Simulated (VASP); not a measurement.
# Ti (P6_3/mmc) in VASP: a series of runs, part 2 of 2

VASP 6.6.1. The steps go on from the part before.

## (3) Single point, PBE+U

INCAR

```
SYSTEM = Ti
ALGO     = Normal         ! electronic algorithm
EDIFF    = 1E-6           ! SCF threshold, eV
ENCUT    = 500            ! plane-wave cutoff, eV
GGA      = PE             ! functional
GGA_COMPAT= .FALSE.      
ISIF     = 2              ! what is computed and relaxed
ISMEAR   = -1             ! smearing method
LASPH    = .TRUE.         ! aspherical terms in the spheres
LCHARG   = .TRUE.         ! write CHGCAR
LDAU     = .TRUE.         ! DFT+U
LDAUJ    = 0            
LDAUL    = 2              ! shell
LDAUPRINT= 1            
LDAUTYPE = 2            
LDAUU    = 2              ! U, eV
LELF     = .TRUE.         ! ELF
LMAXMIX  = 4              ! l up to which the mixer works
LREAL    = .FALSE.        ! projectors in reciprocal space
LVHAR    = .TRUE.       
LWAVE    = .FALSE.        ! write WAVECAR
NBANDS   = 19             ! bands
NELM     = 200            ! most SCF steps
PREC     = Accurate       ! precision mode
SIGMA    = 0.1            ! smearing width, eV
```

KPOINTS

```
k-points
0
G
  6 6 4
  0 0 0
```

POSCAR

```
Ti
1.0
    2.9536369854      0.0000000000      0.0000000000
   -1.4768184927      2.5579246629      0.0000000000
    0.0000000000      0.0000000000      4.6726682495
Ti
2
Direct
    0.3333333333      0.6666666667      0.2500000000
    0.6666666667      0.3333333333      0.7500000000
```

Potentials or basis: VASP PAW PBE potentials, release 64 (Ti_sv).

Command:

```console
cat potpaw_PBE.64/Ti_sv/POTCAR > POTCAR
mpirun -np 1 vasp_std > vasp.out
```

OUTCAR:

```text
SYSTEM = Ti
   EDIFF = 1E-6
   ENCUT = 500
   GGA = PE
   ISIF = 2
   ISMEAR = -1
   LASPH = .TRUE.
   LREAL = .FALSE.
   NELM = 200
   PREC = Accurate

 ion  position               nearest neighbor table
   1  0.333  0.667  0.250-   2 2.89   2 2.89   2 2.89   2 2.89   2 2.89   2 2.89
   2  0.667  0.333  0.750-   1 2.89   1 2.89   1 2.89   1 2.89   1 2.89   1 2.89

  LATTYP: Found a hexagonal cell.
 ALAT       =     2.9536369854
 C/A-ratio  =     1.5820049223

  Lattice vectors:

 A1 = (   2.9536369854,   0.0000000000,   0.0000000000)
 A2 = (  -1.4768184927,   2.5579246629,   0.0000000000)
 A3 = (   0.0000000000,   0.0000000000,   4.6726682495)

Analysis of symmetry for initial positions (statically):
=====================================================================
 Subroutine PRICEL returns:
 Original cell was already a primitive cell.

 Routine SETGRP: Setting up the symmetry group for a
 hexagonal supercell.

 Subroutine GETGRP returns: Found 24 space group operations
 (whereof 12 operations were pure point group operations)
 out of a pool of 24 trial point group operations.

The static configuration has the point symmetry D_3d.
 The point group associated with its full space group is D_6h.

Analysis of symmetry for dynamics (positions and initial velocities):
=====================================================================
 Subroutine PRICEL returns:
 Original cell was already a primitive cell.

 Routine SETGRP: Setting up the symmetry group for a
 hexagonal supercell.

 Subroutine GETGRP returns: Found 24 space group operations
 (whereof 12 operations were pure point group operations)
 out of a pool of 24 trial point group operations.

The dynamic configuration has the point symmetry D_3d.
 The point group associated with its full space group is D_6h.

 Subroutine INISYM returns: Found 24 space group operations
 (whereof 12 operations are pure point group operations),
 and found     1 'primitive' translations

----------------------------------------------------------------------------------------

                                     Primitive cell

  volume of cell :      35.3029

  direct lattice vectors                    reciprocal lattice vectors
     2.953636985  0.000000000  0.000000000     0.338565641  0.195470964  0.000000000
    -1.476818493  2.557924663  0.000000000     0.000000000  0.390941928  0.000000000
     0.000000000  0.000000000  4.672668250     0.000000000  0.000000000  0.214010485

[... 144 lines left out ...]
  o =  0.1509  v =  0.0000  0.0000  0.0000  0.0000  0.0000  0.0000 -1.0000  0.0000 -0.0000 -0.0000      0.0000  0.0000  0.0000  0.0000  0.0000  0.0000  0.0000  0.0000  0.0000  0.0000
  o =  0.1509  v =  0.0000 -0.0000 -0.0000  1.0000 -0.0000  0.0000  0.0000  0.0000  0.0000  0.0000      0.0000  0.0000  0.0000  0.0000  0.0000  0.0000  0.0000  0.0000  0.0000  0.0000
  o =  0.1509  v =  0.0000  0.0000  0.0000  0.0000  0.0000  0.0000 -0.0000 -0.0000  1.0000 -0.0000      0.0000  0.0000  0.0000  0.0000  0.0000  0.0000  0.0000  0.0000  0.0000  0.0000
  o =  0.1910  v =  0.0000 -0.0000  0.0000  0.0000  1.0000  0.0000  0.0000  0.0000  0.0000  0.0000      0.0000  0.0000  0.0000  0.0000  0.0000  0.0000  0.0000  0.0000  0.0000  0.0000
  o =  0.1910  v =  0.0000  0.0000  0.0000  0.0000  0.0000  0.0000 -0.0000  0.0000  0.0000  1.0000      0.0000  0.0000  0.0000  0.0000  0.0000  0.0000  0.0000  0.0000  0.0000  0.0000
  o =  0.1910  v =  0.0000  0.0000  0.0000  0.0000  0.0000  1.0000  0.0000  0.0000  0.0000  0.0000      0.0000  0.0000  0.0000  0.0000  0.0000  0.0000  0.0000  0.0000  0.0000  0.0000
  o =  0.1910  v =  1.0000  0.0000  0.0000  0.0000  0.0000  0.0000  0.0000  0.0000  0.0000  0.0000      0.0000  0.0000  0.0000  0.0000  0.0000  0.0000  0.0000  0.0000  0.0000  0.0000
  o =  0.2197  v =  0.0000 -0.0000 -1.0000 -0.0000  0.0000  0.0000  0.0000  0.0000  0.0000  0.0000      0.0000  0.0000  0.0000  0.0000  0.0000  0.0000  0.0000  0.0000  0.0000  0.0000
  o =  0.2197  v =  0.0000  0.0000  0.0000  0.0000  0.0000  0.0000 -0.0000 -1.0000 -0.0000  0.0000      0.0000  0.0000  0.0000  0.0000  0.0000  0.0000  0.0000  0.0000  0.0000  0.0000

atom =   2  type =  1  l = 2

 onsite density matrix

spin component  1

  0.1910  0.0000 -0.0000  0.0000  0.0000
  0.0000  0.1509  0.0000  0.0000  0.0000
 -0.0000  0.0000  0.2197 -0.0000 -0.0000
  0.0000  0.0000 -0.0000  0.1509 -0.0000
  0.0000  0.0000 -0.0000 -0.0000  0.1910

spin component  2

  0.1910  0.0000 -0.0000  0.0000  0.0000
  0.0000  0.1509  0.0000  0.0000  0.0000
 -0.0000  0.0000  0.2197 -0.0000 -0.0000
  0.0000  0.0000 -0.0000  0.1509 -0.0000
  0.0000  0.0000 -0.0000 -0.0000  0.1910

 occupancies and eigenvectors

  o =  0.1509  v =  0.0000 -1.0000 -0.0000 -0.0000  0.0000  0.0000  0.0000  0.0000  0.0000  0.0000      0.0000  0.0000  0.0000  0.0000  0.0000  0.0000  0.0000  0.0000  0.0000  0.0000
  o =  0.1509  v =  0.0000  0.0000  0.0000  0.0000  0.0000  0.0000 -1.0000 -0.0000 -0.0000  0.0000      0.0000  0.0000  0.0000  0.0000  0.0000  0.0000  0.0000  0.0000  0.0000  0.0000
  o =  0.1509  v =  0.0000 -0.0000 -0.0000  1.0000 -0.0000  0.0000  0.0000  0.0000  0.0000  0.0000      0.0000  0.0000  0.0000  0.0000  0.0000  0.0000  0.0000  0.0000  0.0000  0.0000
  o =  0.1509  v =  0.0000  0.0000  0.0000  0.0000  0.0000  0.0000 -0.0000 -0.0000  1.0000 -0.0000      0.0000  0.0000  0.0000  0.0000  0.0000  0.0000  0.0000  0.0000  0.0000  0.0000
  o =  0.1910  v =  0.0000  0.0000  0.0000  0.0000  0.0000  1.0000  0.0000  0.0000  0.0000  0.0000      0.0000  0.0000  0.0000  0.0000  0.0000  0.0000  0.0000  0.0000  0.0000  0.0000
  o =  0.1910  v =  1.0000  0.0000  0.0000  0.0000  0.0000  0.0000  0.0000  0.0000  0.0000  0.0000      0.0000  0.0000  0.0000  0.0000  0.0000  0.0000  0.0000  0.0000  0.0000  0.0000
  o =  0.1910  v =  0.0000  0.0000  0.0000  0.0000  0.0000  0.0000  0.0000  0.0000  0.0000  1.0000      0.0000  0.0000  0.0000  0.0000  0.0000  0.0000  0.0000  0.0000  0.0000  0.0000
  o =  0.1910  v =  0.0000  0.0000  0.0000  0.0000  1.0000  0.0000  0.0000  0.0000  0.0000  0.0000      0.0000  0.0000  0.0000  0.0000  0.0000  0.0000  0.0000  0.0000  0.0000  0.0000
  o =  0.2197  v =  0.0000  0.0000 -1.0000 -0.0000  0.0000  0.0000  0.0000  0.0000  0.0000  0.0000      0.0000  0.0000  0.0000  0.0000  0.0000  0.0000  0.0000  0.0000  0.0000  0.0000
  o =  0.2197  v =  0.0000  0.0000  0.0000  0.0000  0.0000  0.0000  0.0000 -1.0000 -0.0000  0.0000      0.0000  0.0000  0.0000  0.0000  0.0000  0.0000  0.0000  0.0000  0.0000  0.0000

 number of electron      24.0000004 magnetization

 Free energy of the ion-electron system (eV)
  ---------------------------------------------------
  ext. energy  EPLUGINS =         0.00000000
  ---------------------------------------------------
  free energy    TOTEN  =       -12.69764930 eV

  energy without entropy =      -12.61759078  energy(sigma->0) =      -12.65762004

 E-fermi :   8.4395     XC(G=0): -11.4538

 val. band max:        8.4103971555   @ k =   0.0000   0.0000   0.2500
 cond. band min:       8.4548967777   @ k =   0.1667   0.0000   0.0000
 fundamental gap:      0.0444996221
 Fermi energy:         8.4395489475

 k-point     1 :       0.0000    0.0000    0.0000
  band No.  band energies     occupation
      1     -49.0251      2.00000
      2     -48.8990      2.00000
      3     -25.5534      2.00000
      4     -24.9732      2.00000
      5     -24.9732      2.00000
      6     -24.8926      2.00000
[... 439 lines left out ...]
      6     -25.2217      2.00000
[... 11 lines left out ...]
     18      11.5781      0.00000
     19      14.9097      0.00000

------------------------ aborting loop because EDIFF is reached ----------------------------------------

  FORCE on cell =-STRESS in cart. coord.  units (eV):
  Direction    XX          YY          ZZ          XY          YZ          ZX
  --------------------------------------------------------------------------------------
  -------------------------------------------------------------------------------------
  Total        0.4770500      0.4770500      0.7770359      0.0000000     -0.0000000     -0.0000000
  in kB       21.6503367     21.6503367     35.2648324      0.0000000     -0.0000000     -0.0000000
  external PRESSURE =      26.1885019 kB  Pullay stress =       0.0000000 kB

 VOLUME and BASIS-vectors are now :
 -----------------------------------------------------------------------------
  energy-cutoff  :      500.00
  volume of cell :       35.30
      direct lattice vectors                 reciprocal lattice vectors
     2.953636985  0.000000000  0.000000000     0.338565641  0.195470964  0.000000000
    -1.476818493  2.557924663  0.000000000     0.000000000  0.390941928  0.000000000
     0.000000000  0.000000000  4.672668250     0.000000000  0.000000000  0.214010485

 POSITION                                       TOTAL-FORCE (eV/Angst)
 -----------------------------------------------------------------------------------
     -0.00000      1.70528      1.16817        -0.000000      0.000000      0.000000
      1.47682      0.85264      3.50450         0.000000     -0.000000      0.000000
 -----------------------------------------------------------------------------------
    total drift:                               -0.000000      0.000000     -0.000000

  FREE ENERGIE OF THE ION-ELECTRON SYSTEM (eV)
  ---------------------------------------------------
  free  energy   TOTEN  =       -12.6976493016 eV

  energy  without entropy=      -12.6175907752  energy(sigma->0) =      -12.65762004
```

It took 20 s on 1 thread of Intel Xeon 8259CL, shared host; peak memory 0.15 GiB.

Results:

```yaml
Free_energy: -12.6976 eV
Pressure: 2.6 GPa
Band_gap_on_the_k_mesh: zero (bands 12 and 13 overlap by 1.13 eV)
```

Stress tensor (GPa, compression positive):
```
2.17 0.00 0.00
0.00 2.17 0.00
0.00 0.00 3.53
```

Levels at points of the mesh, in eV from the Fermi level:
| k point | band 10 | band 11 | band 12 | band 13 | band 14 | band 15 |
| --- | --- | --- | --- | --- | --- | --- |
| (0.00, 0.00, 0.00) | -2.75 | 0.44 | 0.82 | 0.82 | 0.90 | 1.31 |
| (0.50, 0.00, 0.00) | -2.14 | -1.75 | -0.86 | 0.61 | 0.66 | 1.15 |
| (0.00, 0.00, 0.50) | -4.61 | 0.06 | 0.06 | 0.74 | 0.74 | 0.74 |
| (0.50, 0.00, 0.50) | -2.54 | -0.79 | -0.79 | 1.07 | 1.07 | 1.82 |

Eigenvalues of the final occupation matrices:
```
    site  spin  trace               eigenvalues
site 1 d     1   0.90  0.15 0.15 0.19 0.19 0.22
site 1 d     2   0.90  0.15 0.15 0.19 0.19 0.22
site 2 d     1   0.90  0.15 0.15 0.19 0.19 0.22
site 2 d     2   0.90  0.15 0.15 0.19 0.19 0.22
```

Caveat: the k points lie up to 0.41 Å⁻¹ apart, too coarse for converged energies and pressures of a metal; U without spin polarisation on a metal has little footing; the U is typed as a test and isn't derived for this compound.

The gap in the log of VASP goes by the Fermi energy; the results here count the filled bands.